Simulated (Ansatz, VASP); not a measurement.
# Cd3Te: VASP beside Ansatz

```
Cd Te
1.0
     1.88538   -2.64034    0.00000
     1.88538    2.64034    0.00000
     0.00000    0.00000   10.79032
Cd Te
3 1
Direct
  0.50000 0.50000 0.74671
  0.00000 0.00000 0.50000
  0.50000 0.50000 0.25329
  0.00000 0.00000 0.00000
```

Change from the starting cell: species swapped into the Fe3Cu type (Cmmm, No. 65).

Alike in both runs: task single point; functional PBE; k mesh 6 × 6 × 2; occupations gaussian, width 0.1 eV; no spin polarisation.

|  | VASP | Ansatz |
| --- | --- | --- |
| version | VASP 6.6.1 | Ansatz 0.2.0 |
| potentials or method | VASP PAW PBE potentials, release 64 (Cd, Te), cutoff 520 eV | scalar-relativistic, plane waves, PAW |
| valence electrons in the cell | 42 | 76 |

Ansatz gave:

| Quantity | Value |
| --- | --- |
| gap on the k mesh at the Fermi level (eV) | none |
| pressure (GPa) | -1.3 |
| traceless stress, the component that is largest in VASP (GPa) | -1.51 |
| rms of the force components (eV/Å) | 0.016 |

Problem. What did VASP give for the same quantities?

Solution. gap on the k mesh at the Fermi level (eV): none; pressure (GPa): -1.2; traceless stress, the component that is largest in VASP (GPa): -1.48; rms of the force components (eV/Å): 0.016.

Atom by atom the forces differ by 0.000 eV/Å (rms over components). A gap of «none» marks a metal or a gap that the smearing closes. VASP's potentials hold 42 valence electrons a cell and Ansatz's 76, so a difference there can come from the potentials and not from the codes.

Neither program's run includes spin-orbit coupling.
